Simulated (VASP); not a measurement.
# KCl (Fm-3m) in VASP: further runs

KCl is run at these levels: r2SCAN; tasks: single point.

Program: VASP 6.6.1. These are calculated values, not measurements. Logs are shortened: lines on timing, memory, paths and dates and some standing lists are left out, and cuts for length are marked.

## Step 1: The cell of the first run

It takes space group Fm-3m (No. 225, cubic). Conventional cell: a = 6.226 Å, b = 6.226 Å, c = 6.226 Å, α = 90.00°, β = 90.00°, γ = 90.00°. K (site symmetry m-3m) has 6 Cl at 3.11 Å within 4.1 Å. Within 4.1 Å of Cl (site symmetry m-3m) lie 6 K at 3.11 Å.

## Step 2: Single point, r2SCAN (equal strain along all axes, cell held: -1.0 %)

Input file POSCAR:

```
KCl
1.0
    3.1130473364      3.1130473364      0.0000000000
   -3.1130473364      3.1130473364      0.0000000000
    0.0000000000      0.0000000000      6.2260946728
K Cl
2 2
Direct
    0.0000000000      0.0000000000      0.0000000000
    0.5000000000      0.5000000000      0.5000000000
    0.5000000000      0.5000000000      0.0000000000
    0.0000000000      0.0000000000      0.5000000000
```

Input file INCAR.step1:

```
SYSTEM = KCl
ALGO = Normal ; EDIFF = 1E-4
ENCUT = 520 ; GGA = PE
ISMEAR = 0 ; LASPH = .TRUE.
LCHARG = .FALSE. ; LREAL = .FALSE.
LWAVE = .TRUE. ; NBANDS = 24
NELM = 60 ; PREC = Accurate
SIGMA = 0.02
```

Input file INCAR.step2:

```
SYSTEM = KCl
ALGO = Normal ; EDIFF = 1E-6
ENCUT = 520 ; ISIF = 2
ISMEAR = 0 ; ISTART = 1
LASPH = .TRUE. ; LCHARG = .FALSE.
LMIXTAU = .TRUE. ; LREAL = .FALSE.
LWAVE = .FALSE. ; METAGGA = R2SCAN
NBANDS = 24 ; NELM = 60
PREC = Accurate ; SIGMA = 0.02
```

Input file KPOINTS:

```
k-points
0
G
  6 6 4
  0 0 0
```

Potentials or basis: VASP PAW PBE potentials, release 64 (K_sv, Cl).

Started as:

```bash
$ cat potpaw_PBE.64/K_sv/POTCAR potpaw_PBE.64/Cl/POTCAR > POTCAR
$ cp INCAR.step1 INCAR
$ mpirun -np 1 vasp_std > vasp.out
$ cp INCAR.step2 INCAR
$ mpirun -np 1 vasp_std > vasp.out
```

OUTCAR:

```text
SYSTEM = KCl
   EDIFF = 1E-6
   ENCUT = 520
   ISIF = 2
   ISMEAR = 0
   ISTART = 1
   LASPH = .TRUE.
   LREAL = .FALSE.
   METAGGA = R2SCAN
   NELM = 60
   PREC = Accurate

 ion  position               nearest neighbor table
   1  0.000  0.000  0.000-   3 3.11   4 3.11   4 3.11   3 3.11   3 3.11   3 3.11
   2  0.500  0.500  0.500-   3 3.11   4 3.11   3 3.11   4 3.11   4 3.11   4 3.11
   3  0.500  0.500  0.000-   1 3.11   2 3.11   2 3.11   1 3.11   1 3.11   1 3.11
   4  0.000  0.000  0.500-   1 3.11   2 3.11   1 3.11   2 3.11   2 3.11   2 3.11

  LATTYP: Found a simple tetragonal cell.
 ALAT       =     4.4025137634
 C/A-ratio  =     1.4142135624

  Lattice vectors:

 A1 = (   3.1130473364,   3.1130473364,   0.0000000000)
 A2 = (  -3.1130473364,   3.1130473364,   0.0000000000)
 A3 = (   0.0000000000,   0.0000000000,   6.2260946728)

Analysis of symmetry for initial positions (statically):
=====================================================================
 Subroutine PRICEL returns following result:

  LATTYP: Found a face centered cubic cell.
 ALAT       =     6.2260946728

  Lattice vectors:

 A1 = (   0.0000000000,  -3.1130473364,  -3.1130473364)
 A2 = (   3.1130473364,   0.0000000000,  -3.1130473364)
 A3 = (   3.1130473364,  -3.1130473364,   0.0000000000)

   2 primitive cells build up your supercell.

 Routine SETGRP: Setting up the symmetry group for a
 simple tetragonal supercell.

 Subroutine GETGRP returns: Found 16 space group operations
 (whereof 16 operations were pure point group operations)
 out of a pool of 16 trial point group operations.

The static configuration has the point symmetry D_4h.

Analysis of symmetry for dynamics (positions and initial velocities):
=====================================================================
 Subroutine PRICEL returns following result:

  LATTYP: Found a face centered cubic cell.
 ALAT       =     6.2260946728

  Lattice vectors:

 A1 = (   0.0000000000,  -3.1130473364,  -3.1130473364)
 A2 = (   3.1130473364,   0.0000000000,  -3.1130473364)
 A3 = (   3.1130473364,  -3.1130473364,   0.0000000000)

   2 primitive cells build up your supercell.

 Routine SETGRP: Setting up the symmetry group for a
 simple tetragonal supercell.

[... 99 lines left out ...]
   LNONCOLLINEAR =      F non collinear calculations
   LSORBIT =      F    spin-orbit coupling
   LASPH  =      T    aspherical Exc in radial PAW
   ENCUT  =  520.0 eV  38.22 Ry    6.18 a.u.   8.19  8.19 11.58*2*pi/ulx,y,z
   NELM   =     60;   NELMIN=  2; NELMDL=  0     # of ELM steps
   EDIFF  = 0.1E-05   stopping-criterion for ELM
   LREAL  =      F    real-space projection
   EDIFFG = 0.1E-04   stopping-criterion for IOM
   NSW    =      0    number of steps for IOM
   IBRION =     -1    ionic relax: 0-MD 1-quasi-New 2-CG
   NFREE  =      0    steps in history (QN), initial steepest desc. (CG)
   ISIF   =      2    stress and relaxation
   ISYM   =      2    0-nonsym 1-usesym 2-fastsym
   POTIM  = 0.5000    time-step for ionic-motion
   TEBEG  =    0.0;   TEEND  =   0.0 temperature during run
   PSTRESS=    0.0 pullay stress
   NELECT =      32.0000    total number of electrons
   NUPDOWN=      -1.0000    fix difference up-down
   EMIN   =  10.00;   EMAX   =-10.00  energy-range for DOS
   EFERMI =   0.00;   METHOD = LEGACY
   ISMEAR =     0;   SIGMA  =   0.02  broadening in eV -4-tet -1-fermi 0-gaus
   EFERMI_NEDOS =   21; number of points for ismear=-14 and -15
   IALGO  =     38    algorithm
   IMIX   =      4    mixing-type and parameters
     AMIX     =   0.40;   BMIX     =  1.00
     AMIX_MAG =   1.60;   BMIX_MAG =  1.00
  volume/ion in A,a.u.               =      30.17       203.59
  Fermi-wavevector in a.u.,A,eV,Ry     =   1.051766  1.987549 15.050922  1.106212
  Thomas-Fermi vector in A             =   2.186822
   LORBIT       =      0    0 simple, 1 ext, 2 COOP (PROOUT), +10 PAW based schemes
   METAGGA = R2SCAN    functional components
   LHFCALC =     F    Hartree Fock is set to
   AEXX    =    0.0000 exact exchange contribution
   IVDW    =     0    specifies the selected vdW correction
   LEPSILON=     F    determine dielectric tensor
   LRPA    =     F    only Hartree local field effects (RPA)
 non-spin polarized calculation
 Gauss-broadening in eV      SIGMA  =   0.02
  energy-cutoff  :      520.00
  volume of cell :      120.67
 maximum number of plane-waves:      3320
 NGX is ok and might be reduce to    36
   NGX = 17   NGY = 17   NGZ = 23

 number of electron      31.9999997 magnetization

 Free energy of the ion-electron system (eV)
  ---------------------------------------------------
  ext. energy  EPLUGINS =         0.00000000
  ---------------------------------------------------
  free energy    TOTEN  =       -33.00413926 eV

  energy without entropy =      -33.00413926  energy(sigma->0) =      -33.00413926

 E-fermi :  -1.9514     XC(G=0):  -8.0979

 val. band max:       -2.1343392929   @ k =   0.0000   0.0000   0.0000
 cond. band min:       3.8116020219   @ k =   0.0000   0.0000   0.0000
 fundamental gap:      5.9459413148
 Fermi energy:        -1.9514285147

 k-point     1 :       0.0000    0.0000    0.0000
  band No.  band energies     occupation
      1     -30.3257      2.00000
      2     -30.3099      2.00000
      3     -14.8422      2.00000
      4     -14.7325      2.00000
      5     -13.1757      2.00000
      6     -13.0797      2.00000
[... 637 lines left out ...]
     23       9.2918      0.00000
     24       9.2918      0.00000

 [... further k-points ...]

------------------------ aborting loop because EDIFF is reached ----------------------------------------

  FORCE on cell =-STRESS in cart. coord.  units (eV):
  Direction    XX          YY          ZZ          XY          YZ          ZX
  --------------------------------------------------------------------------------------
  -------------------------------------------------------------------------------------
  Total        0.4840897      0.4840897      0.4855298      0.0000000     -0.0000000     -0.0000000
  in kB        6.4271618      6.4271618      6.4462817      0.0000000     -0.0000000     -0.0000000
  external PRESSURE =       6.4335351 kB  Pullay stress =       0.0000000 kB

 VOLUME and BASIS-vectors are now :
 -----------------------------------------------------------------------------
  energy-cutoff  :      520.00
  volume of cell :      120.67
      direct lattice vectors                 reciprocal lattice vectors
     3.113047336  3.113047336  0.000000000     0.160614326  0.160614326  0.000000000
    -3.113047336  3.113047336  0.000000000    -0.160614326  0.160614326  0.000000000
     0.000000000  0.000000000  6.226094673     0.000000000  0.000000000  0.160614326

 POSITION                                       TOTAL-FORCE (eV/Angst)
 -----------------------------------------------------------------------------------
      0.00000      0.00000      0.00000         0.000000      0.000000      0.000000
      0.00000      3.11305      3.11305         0.000000      0.000000     -0.000000
      0.00000      3.11305      0.00000        -0.000000     -0.000000      0.000000
      0.00000      0.00000      3.11305        -0.000000      0.000000      0.000000
 -----------------------------------------------------------------------------------
    total drift:                               -0.000000      0.000000      0.000000

  FREE ENERGIE OF THE ION-ELECTRON SYSTEM (eV)
  ---------------------------------------------------
  free  energy   TOTEN  =       -33.0041392558 eV

  energy  without entropy=      -33.0041392558  energy(sigma->0) =      -33.00413926
```

OUTCAR.step1:

```text
SYSTEM = KCl
   EDIFF = 1E-4
   ENCUT = 520
   GGA = PE
   ISMEAR = 0
   LASPH = .TRUE.
   LREAL = .FALSE.
   NELM = 60
[... 892 lines left out ...]
      0.00000      3.11305      3.11305         0.000000     -0.000000      0.000000
      0.00000      3.11305      0.00000         0.000000      0.000000     -0.000000
      0.00000      0.00000      3.11305        -0.000000      0.000000     -0.000000
 -----------------------------------------------------------------------------------
    total drift:                               -0.000000      0.000000      0.000000

  FREE ENERGIE OF THE ION-ELECTRON SYSTEM (eV)
  ---------------------------------------------------
  free  energy   TOTEN  =       -13.5793047182 eV

  energy  without entropy=      -13.5793047182  energy(sigma->0) =      -13.57930472
```

OSZICAR.step1:

```text
N       E                     dE             d eps       ncg     rms          rms(c)
DAV:   1     0.238022426862E+03    0.23802E+03   -0.14575E+04  1440   0.120E+03
DAV:   2     0.366433946019E+01   -0.23436E+03   -0.22074E+03  1848   0.306E+02
DAV:   3    -0.137691050899E+02   -0.17433E+02   -0.17354E+02  2384   0.730E+01
DAV:   4    -0.141328913938E+02   -0.36379E+00   -0.36315E+00  2088   0.104E+01
DAV:   5    -0.141456764676E+02   -0.12785E-01   -0.12784E-01  2168   0.151E+00    0.493E+00
DAV:   6    -0.135778876244E+02    0.56779E+00   -0.10563E+00  1808   0.412E+00    0.398E+00
DAV:   7    -0.135506340881E+02    0.27254E-01   -0.30583E-01  1928   0.236E+00    0.242E+00
DAV:   8    -0.135777317960E+02   -0.27098E-01   -0.60190E-02  2120   0.137E+00    0.465E-01
DAV:   9    -0.135775504621E+02    0.18133E-03   -0.55555E-03  1920   0.340E-01    0.134E-01
DAV:  10    -0.135792677434E+02   -0.17173E-02   -0.18858E-03  1784   0.242E-01    0.389E-02
DAV:  11    -0.135793047182E+02   -0.36975E-04   -0.60291E-05  1488   0.415E-02
   1 F= -.13579305E+02 E0= -.13579305E+02  d E =-.109955E-11
```

It took 2.4 min on 1 thread of Intel Xeon 6975P-C (Granite Rapids), shared host; peak memory 0.28 GiB.

What came out:

```yaml
Free_energy: -33.0041 eV
Pressure: 0.6 GPa
Band_gap_on_the_k_mesh: 5.95 eV
```

Caveat: the cell differs from its parent crystal (equal strain along all axes, cell held: -1.0 %); the PAW data sets were made with another functional, which shifts forces and pressure a little.

## Step 3: Single point, r2SCAN

This run uses another cell than the first one, of 31.09 Å³/atom.

Input file POSCAR:

```
KCl
1.0
    3.1444922590      3.1444922590      0.0000000000
   -3.1444922590      3.1444922590      0.0000000000
    0.0000000000      0.0000000000      6.2889845179
K Cl
2 2
Direct
    0.0000000000      0.0000000000      0.0000000000
    0.5000000000      0.5000000000      0.5000000000
    0.5000000000      0.5000000000      0.0000000000
    0.0000000000      0.0000000000      0.5000000000
```

Input file INCAR.step1:

```
  ALGO = Normal
  EDIFF = 1E-4
  ENCUT = 520
  GGA = PE
  ISMEAR = 0
  LASPH = True
  LCHARG = False
  LREAL = False
  LWAVE = True
  NBANDS = 24
  NELM = 100
  PREC = Accurate
  SIGMA = 0.02
```

Input file INCAR.step2:

```
  ALGO = Normal
  EDIFF = 1E-6
  ENCUT = 520
  ISIF = 2
  ISMEAR = 0
  ISTART = 1
  LASPH = True
  LCHARG = True
  LELF = True
  LMIXTAU = True
  LREAL = False
  LVHAR = True
  LWAVE = False
  METAGGA = R2SCAN
  NBANDS = 24
  NELM = 100
  PREC = Accurate
  SIGMA = 0.02
```

Input file KPOINTS:

```
k-points
0
Gamma
  6 6 4
```

Potentials or basis: VASP PAW PBE potentials, release 64 (K_sv, Cl).

Started as:

```bash
$ cat potpaw_PBE.64/K_sv/POTCAR potpaw_PBE.64/Cl/POTCAR > POTCAR
$ cp INCAR.step1 INCAR
$ mpirun -np 1 vasp_std > vasp.out
$ cp INCAR.step2 INCAR
$ mpirun -np 1 vasp_std > vasp.out
```

Run time: 2.4 min. Hardware: 1 thread of Intel Xeon 6975P-C (Granite Rapids), shared host; peak memory 0.29 GiB.

It converged, with:

```
Free energy            : -33.0130 eV
Pressure               : 0.0 GPa
Band gap on the k mesh : 5.84 eV
```

Levels at points of the mesh, in eV from the valence-band top:
```tsv
k point	band 13	band 14	band 15	band 16	band 17	band 18	band 19	band 20
(0.00, 0.00, 0.00)	-0.23	0.00	0.00	0.00	5.84	7.03	9.03	9.03
(0.50, 0.00, 0.00)	-0.33	-0.33	-0.31	-0.31	8.27	8.27	8.69	8.69
(0.50, 0.50, 0.00)	-0.23	-0.23	-0.23	-0.23	7.03	7.03	9.22	9.22
(0.00, 0.00, 0.50)	-0.13	-0.13	-0.13	-0.13	7.33	7.33	7.79	7.79
(0.50, 0.00, 0.50)	-0.32	-0.32	-0.32	-0.32	8.14	8.14	9.25	9.25
(0.50, 0.50, 0.50)	-0.48	-0.48	-0.48	-0.48	8.59	8.59	8.59	8.59
```

Caveat: the PAW data sets were made with another functional, which shifts forces and pressure a little. A k mesh can miss the band edges.
